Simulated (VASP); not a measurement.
# Rh2Cl (Fm-3m) in VASP: a series of runs

The runs below take Rh2Cl through single point, relaxation of cell and atoms, with PBE.

Everything below comes from runs of VASP 6.6.1. Logs are shortened: lines on timing, memory, paths and dates and some standing lists are left out, and cuts for length are marked.

**1. The cell of the first run**

Symmetry: Fm-3m, No. 225, cubic system. The conventional cell has a = 5.763 Å, b = 5.763 Å, c = 5.763 Å, α = 90.00°, β = 90.00°, γ = 90.00°. Rh (site symmetry -43m) has 4 Cl at 2.50 Å and 6 Rh at 2.88 Å within 3.3 Å. Cl (site symmetry m-3m) has 8 Rh at 2.50 Å within 3.3 Å.

**2. Single point, PBE**

INCAR

```
SYSTEM = Rh2Cl
PREC = Accurate ; ENCUT = 520
EDIFF = 1E-6 ; ISMEAR = 0
SIGMA = 0.1 ; LREAL = .FALSE.
LASPH = .TRUE. ; NELM = 60
ALGO = Normal ; ISIF = 2
LWAVE = .FALSE. ; LCHARG = .FALSE.
GGA = PE ; NBANDS = 26
```

KPOINTS

```
regular mesh
0
G
  6 6 6
  0 0 0
```

POSCAR

```
Rh2Cl
1.0
    0.0000000000      2.8817013936      2.8817013936
    2.8817013936      0.0000000000      2.8817013936
    2.8817013936      2.8817013936      0.0000000000
Rh Cl
2 1
Direct
    0.2500000000      0.2500000000      0.2500000000
    0.7500000000      0.7500000000      0.7500000000
    0.0000000000      0.0000000000      0.0000000000
```

Potentials or basis: VASP PAW PBE potentials, release 64 (Rh_pv, Cl).

Launch:

```bash
$ cat potpaw_PBE.64/Rh_pv/POTCAR potpaw_PBE.64/Cl/POTCAR > POTCAR
$ mpirun -np 1 vasp_std > vasp.out
```

OUTCAR:

```text
SYSTEM = Rh2Cl
   PREC = Accurate
   ENCUT = 520
   EDIFF = 1E-6
   ISMEAR = 0
   LREAL = .FALSE.
   LASPH = .TRUE.
   NELM = 60
   ISIF = 2
   GGA = PE

 ion  position               nearest neighbor table
   1  0.250  0.250  0.250-   3 2.50   3 2.50   3 2.50   3 2.50   2 2.88   2 2.88   2 2.88   2 2.88
                             2 2.88   2 2.88
   2  0.750  0.750  0.750-   3 2.50   3 2.50   3 2.50   3 2.50   1 2.88   1 2.88   1 2.88   1 2.88
                             1 2.88   1 2.88
   3  0.000  0.000  0.000-   2 2.50   2 2.50   2 2.50   1 2.50   2 2.50   1 2.50   1 2.50   1 2.50

  LATTYP: Found a face centered cubic cell.
 ALAT       =     5.7634027872

  Lattice vectors:

 A1 = (   0.0000000000,   2.8817013936,   2.8817013936)
 A2 = (   2.8817013936,   0.0000000000,   2.8817013936)
 A3 = (   2.8817013936,   2.8817013936,   0.0000000000)

Analysis of symmetry for initial positions (statically):
=====================================================================
 Subroutine PRICEL returns:
 Original cell was already a primitive cell.

 Routine SETGRP: Setting up the symmetry group for a
 face centered cubic supercell.

 Subroutine GETGRP returns: Found 48 space group operations
 (whereof 48 operations were pure point group operations)
 out of a pool of 48 trial point group operations.

The static configuration has the point symmetry O_h .

Analysis of symmetry for dynamics (positions and initial velocities):
=====================================================================
 Subroutine PRICEL returns:
 Original cell was already a primitive cell.

 Routine SETGRP: Setting up the symmetry group for a
 face centered cubic supercell.

 Subroutine GETGRP returns: Found 48 space group operations
 (whereof 48 operations were pure point group operations)
 out of a pool of 48 trial point group operations.

The dynamic configuration has the point symmetry O_h .

 Subroutine INISYM returns: Found 48 space group operations
 (whereof 48 operations are pure point group operations),
 and found     1 'primitive' translations

----------------------------------------------------------------------------------------

                                     Primitive cell

  volume of cell :      47.8605

  direct lattice vectors                    reciprocal lattice vectors
     0.000000000  2.881701394  2.881701394    -0.173508609  0.173508609  0.173508609
     2.881701394  0.000000000  2.881701394     0.173508609 -0.173508609  0.173508609
     2.881701394  2.881701394  0.000000000     0.173508609  0.173508609 -0.173508609

  length of vectors
     4.075341194  4.075341194  4.075341194     0.300525726  0.300525726  0.300525726

  position of ions in fractional coordinates (direct lattice)
     0.250000000  0.250000000  0.250000000
     0.750000000  0.750000000  0.750000000
     0.000000000  0.000000000  0.000000000

  ion indices of the primitive-cell ions
   primitive index   ion index
                 1           1
                 2           2
                 3           3

----------------------------------------------------------------------------------------

 KPOINTS: regular mesh

Automatic generation of k-mesh.
 Grid dimensions read from file:
 generate k-points for:    6    6    6

 Generating k-lattice:

  Cartesian coordinates                     Fractional coordinates (reciprocal lattice)
    -0.028918101  0.028918101  0.028918101     0.166666667  0.000000000  0.000000000
     0.028918101 -0.028918101  0.028918101     0.000000000  0.166666667  0.000000000
     0.028918101  0.028918101 -0.028918101     0.000000000  0.000000000  0.166666667

  Length of vectors
     0.050087621  0.050087621  0.050087621

  Shift w.r.t. Gamma in fractional coordinates (k-lattice)
     0.000000000  0.000000000  0.000000000

 Subroutine IBZKPT returns following result:
 ===========================================

 Found     16 irreducible k-points:

 Following reciprocal coordinates:
            Coordinates               Weight
  0.000000  0.000000  0.000000      1.000000
  0.166667  0.000000  0.000000      8.000000
  0.333333  0.000000  0.000000      8.000000
  0.500000  0.000000  0.000000      4.000000
  0.166667  0.166667  0.000000      6.000000
  0.333333  0.166667  0.000000     24.000000
[... 8 lines left out ...]
 -0.333333  0.333333  0.166667     24.000000
 -0.333333  0.500000  0.166667     12.000000
   k-points           NKPTS =     16   k-points in BZ     NKDIM =     16   number of bands    NBANDS=     26
   number of dos      NEDOS =    301   number of ions     NIONS =      3
   total plane-waves  NPLWV =  27000
   dimension x,y,z NGX =    30 NGY =   30 NGZ =   30
   dimension x,y,z NGXF=    60 NGYF=   60 NGZF=   60
   ions per type =               2   1
   NGX,Y,Z   is equivalent  to a cutoff of  12.24, 12.24, 12.24 a.u.
   NGXF,Y,Z  is equivalent  to a cutoff of  24.48, 24.48, 24.48 a.u.
 SYSTEM =  Rh2Cl
   PREC   = accura    normal or accurate (medium, high low for compatibility)
   ISTART =      0    job   : 0-new  1-cont  2-samecut
   ICHARG =      2    charge: 1-file 2-atom 10-const
   ISPIN  =      1    spin polarized calculation?
   LNONCOLLINEAR =      F non collinear calculations
   LSORBIT =      F    spin-orbit coupling
   LASPH  =      T    aspherical Exc in radial PAW
   ENCUT  =  520.0 eV  38.22 Ry    6.18 a.u.   7.58  7.58  7.58*2*pi/ulx,y,z
   NELM   =     60;   NELMIN=  2; NELMDL= -5     # of ELM steps
   EDIFF  = 0.1E-05   stopping-criterion for ELM
   LREAL  =      F    real-space projection
   EDIFFG = 0.1E-04   stopping-criterion for IOM
   NSW    =      0    number of steps for IOM
   IBRION =     -1    ionic relax: 0-MD 1-quasi-New 2-CG
   NFREE  =      0    steps in history (QN), initial steepest desc. (CG)
   ISIF   =      2    stress and relaxation
   ISYM   =      2    0-nonsym 1-usesym 2-fastsym
   POTIM  = 0.5000    time-step for ionic-motion
   TEBEG  =    0.0;   TEEND  =   0.0 temperature during run
   PSTRESS=    0.0 pullay stress
   NELECT =      37.0000    total number of electrons
   NUPDOWN=      -1.0000    fix difference up-down
   EMIN   =  10.00;   EMAX   =-10.00  energy-range for DOS
   EFERMI =   0.00;   METHOD = LEGACY
   ISMEAR =     0;   SIGMA  =   0.10  broadening in eV -4-tet -1-fermi 0-gaus
   EFERMI_NEDOS =   21; number of points for ismear=-14 and -15
   IALGO  =     38    algorithm
   IMIX   =      4    mixing-type and parameters
     AMIX     =   0.40;   BMIX     =  1.00
     AMIX_MAG =   1.60;   BMIX_MAG =  1.00
  volume/ion in A,a.u.               =      15.95       107.66
  Fermi-wavevector in a.u.,A,eV,Ry     =   1.502507  2.839326 30.715513  2.257527
  Thomas-Fermi vector in A             =   2.613738
   LORBIT       =      0    0 simple, 1 ext, 2 COOP (PROOUT), +10 PAW based schemes
   GGA     = PE    functional components
   LHFCALC =     F    Hartree Fock is set to
   AEXX    =    0.0000 exact exchange contribution
   IVDW    =     0    specifies the selected vdW correction
   LEPSILON=     F    determine dielectric tensor
   LRPA    =     F    only Hartree local field effects (RPA)
 non-spin polarized calculation
 Gauss-broadening in eV      SIGMA  =   0.10
  energy-cutoff  :      520.00
  volume of cell :       47.86
 maximum number of plane-waves:      1308
   NGX = 15   NGY = 15   NGZ = 15

 number of electron      37.0000002 magnetization

 Free energy of the ion-electron system (eV)
  ---------------------------------------------------
  ext. energy  EPLUGINS =         0.00000000
  ---------------------------------------------------
  free energy    TOTEN  =       -13.68196706 eV

  energy without entropy =      -13.66072175  energy(sigma->0) =      -13.67134440

 E-fermi :   9.4273     XC(G=0): -12.1895

 val. band max:        9.3165024242   @ k =   0.1667   0.0000   0.0000
 cond. band min:       9.4689300629   @ k =  -0.3333   0.3333   0.1667
 fundamental gap:      0.1524276387
 Fermi energy:         9.4273295605

 k-point     1 :       0.0000    0.0000    0.0000
  band No.  band energies     occupation
      1     -36.8099      2.00000
      2     -36.8099      2.00000
      3     -36.8099      2.00000
      4     -36.6517      2.00000
      5     -36.6517      2.00000
      6     -36.6517      2.00000
[... 18 lines left out ...]
     25      21.0327      0.00000
     26      21.0327      0.00000

 k-point     2 :       0.1667    0.0000    0.0000
  band No.  band energies     occupation
      1     -36.8011      2.00000
      2     -36.7998      2.00000
      3     -36.7998      2.00000
      4     -36.6645      2.00000
      5     -36.6627      2.00000
      6     -36.6627      2.00000
[... 18 lines left out ...]
     25      19.9667      0.00000
     26      19.9667      0.00000

 k-point     3 :       0.3333    0.0000    0.0000
  band No.  band energies     occupation
      1     -36.7760      2.00000
      2     -36.7717      2.00000
      3     -36.7717      2.00000
      4     -36.6974      2.00000
      5     -36.6925      2.00000
      6     -36.6925      2.00000
[... 18 lines left out ...]
     25      19.8953      0.00000
     26      19.8959      0.00000

 k-point     4 :       0.5000    0.0000    0.0000
  band No.  band energies     occupation
      1     -36.7418      2.00000
      2     -36.7355      2.00000
      3     -36.7338      2.00000
      4     -36.7338      2.00000
      5     -36.7313      2.00000
      6     -36.7313      2.00000
[... 18 lines left out ...]
     25      19.9331      0.00000
     26      20.9450      0.00000
[... 264 lines left out ...]
      1     -36.8337      2.00000
      2     -36.8017      2.00000
      3     -36.7783      2.00000
      4     -36.6891      2.00000
      5     -36.6702      2.00000
      6     -36.6340      2.00000
[... 18 lines left out ...]
     25      18.0826      0.00000
     26      19.8667      0.00000

 k-point    15 :      -0.3333    0.3333    0.1667
  band No.  band energies     occupation
      1     -36.8335      2.00000
      2     -36.8286      2.00000
      3     -36.7342      2.00000
      4     -36.7341      2.00000
      5     -36.6406      2.00000
      6     -36.6389      2.00000
[... 18 lines left out ...]
     25      19.0124      0.00000
     26      19.5298      0.00000

 k-point    16 :      -0.3333    0.5000    0.1667
  band No.  band energies     occupation
      1     -36.8530      2.00000
      2     -36.8392      2.00000
      3     -36.7837      2.00000
      4     -36.6841      2.00000
      5     -36.6296      2.00000
      6     -36.6210      2.00000
[... 18 lines left out ...]
     25      18.9216      0.00000
     26      19.7447      0.00000

------------------------ aborting loop because EDIFF is reached ----------------------------------------

  FORCE on cell =-STRESS in cart. coord.  units (eV):
  Direction    XX          YY          ZZ          XY          YZ          ZX
  --------------------------------------------------------------------------------------
  -------------------------------------------------------------------------------------
  Total        0.0826982      0.0826982      0.0826982     -0.0000000      0.0000000     -0.0000000
  in kB        2.7684041      2.7684041      2.7684041     -0.0000000      0.0000000     -0.0000000
  external PRESSURE =       2.7684041 kB  Pullay stress =       0.0000000 kB

 VOLUME and BASIS-vectors are now :
 -----------------------------------------------------------------------------
  energy-cutoff  :      520.00
  volume of cell :       47.86
      direct lattice vectors                 reciprocal lattice vectors
     0.000000000  2.881701394  2.881701394    -0.173508609  0.173508609  0.173508609
     2.881701394  0.000000000  2.881701394     0.173508609 -0.173508609  0.173508609
     2.881701394  2.881701394  0.000000000     0.173508609  0.173508609 -0.173508609

 POSITION                                       TOTAL-FORCE (eV/Angst)
 -----------------------------------------------------------------------------------
      1.44085      1.44085      1.44085        -0.000000      0.000000     -0.000000
      4.32255      4.32255      4.32255         0.000000     -0.000000      0.000000
      0.00000      0.00000      0.00000        -0.000000     -0.000000      0.000000
 -----------------------------------------------------------------------------------
    total drift:                               -0.000000      0.000000      0.000000

  FREE ENERGIE OF THE ION-ELECTRON SYSTEM (eV)
  ---------------------------------------------------
  free  energy   TOTEN  =       -13.6819670580 eV

  energy  without entropy=      -13.6607217511  energy(sigma->0) =      -13.67134440
```

Run time: 8.5 s. Hardware: 1 thread of Intel Xeon 6975P-C (Granite Rapids), shared host; peak memory 0.17 GiB.

Results:

* Free energy: -13.6820 eV
* Pressure: 0.3 GPa

Caveat: an odd number of electrons without spin polarisation forces a metal; a magnetic or distorted state may lie lower.

**3. Relaxation of cell and atoms, PBE**

This run uses another cell than the first one, of 16.83 Å³/atom, 1.055 times its volume.

INCAR

```
SYSTEM = Rh2Cl
ALGO     = Normal         ! electronic algorithm
EDIFF    = 1E-7           ! SCF threshold, eV
EDIFFG   = -0.04          ! ionic threshold
ENCUT    = 600            ! plane-wave cutoff, eV
GGA      = PE             ! functional
IBRION   = 2              ! ionic algorithm
ISIF     = 3              ! what is computed and relaxed
ISMEAR   = 0              ! smearing method
LASPH    = .TRUE.         ! aspherical terms in the spheres
LCHARG   = .FALSE.        ! write CHGCAR
LREAL    = .FALSE.        ! projectors in reciprocal space
LWAVE    = .FALSE.        ! write WAVECAR
NELM     = 80             ! most SCF steps
NSW      = 90             ! ionic steps
PREC     = Accurate       ! precision mode
SIGMA    = 0.1            ! smearing width, eV
```

KPOINTS

```
k-points
0
G
  6 6 6
  0 0 0
```

POSCAR

```
Rh2Cl
1.0
    0.0000000000      2.9332720633      2.9332720633
    2.9332720633      0.0000000000      2.9332720633
    2.9332720633      2.9332720633      0.0000000000
Rh Cl
2 1
Direct
    0.2500000000      0.2500000000      0.2500000000
    0.7500000000      0.7500000000      0.7500000000
    0.0000000000      0.0000000000      0.0000000000
```

Potentials or basis: VASP PAW PBE potentials, release 64 (Rh_pv, Cl).

Launch:

```bash
$ cat potpaw_PBE.64/Rh_pv/POTCAR potpaw_PBE.64/Cl/POTCAR > POTCAR
$ mpirun -np 1 vasp_std > vasp.out
```

Wall time 29 s (1 thread of Intel Xeon 6975P-C (Granite Rapids), shared host); peak memory 0.21 GiB.

The run converged. Its results:

```yaml
Free_energy: -13.6847 eV
Relaxed_volume: 15.99 Å³/atom
Relaxed_cell: a = 4.078 Å, b = 4.078 Å, c = 4.078 Å, α = 60.00°, β = 60.00°, γ = 60.00°
Space_group_after_relaxing_to_0.05_Å: Fm-3m (No. 225)
Energy_gained_by_relaxing: 15.1 meV/atom
Ionic_steps: 3
Pressure_after_relaxing: 0.0 GPa
```

Step by step:
```tsv
step	energy change (eV)	largest force (eV/Å)	pressure (GPa)	volume (Å³)
1	0.0000	0.0000	-5.43	50.48
2	-0.0255	0.0000	4.31	46.43
3	-0.0453	0.0000	-0.01	47.96
```

Final structure:
```cif
data_structure
_symmetry_space_group_name_H-M 'P 1'
_symmetry_Int_Tables_number 1
_cell_length_a 4.0781
_cell_length_b 4.0781
_cell_length_c 4.0781
_cell_angle_alpha 60.000
_cell_angle_beta 60.000
_cell_angle_gamma 60.000
_cell_volume 47.96
loop_
_atom_site_label
_atom_site_type_symbol
_atom_site_fract_x
_atom_site_fract_y
_atom_site_fract_z
_atom_site_occupancy
Rh1 Rh 0.25000 0.25000 0.25000 1
Rh2 Rh 0.75000 0.75000 0.75000 1
Cl1 Cl 0.00000 0.00000 0.00000 1
```

Levels at points of the mesh, in eV from the Fermi level:
| k point | band 15 | band 16 | band 17 | band 18 | band 19 | band 20 | band 21 | band 22 |
| --- | --- | --- | --- | --- | --- | --- | --- | --- |
| (0.00, 0.00, 0.00) | -0.79 | -0.79 | 0.16 | 0.16 | 0.16 | 0.48 | 0.48 | 5.04 |
| (0.50, 0.00, 0.00) | -2.17 | -2.06 | -2.06 | -1.54 | 0.64 | 0.64 | 0.95 | 4.25 |
| (0.50, 0.50, 0.00) | -1.95 | -1.16 | -1.16 | -0.51 | -0.45 | 0.40 | 2.88 | 5.42 |

Caveat: an odd number of electrons without spin polarisation forces a metal; a magnetic or distorted state may lie lower.
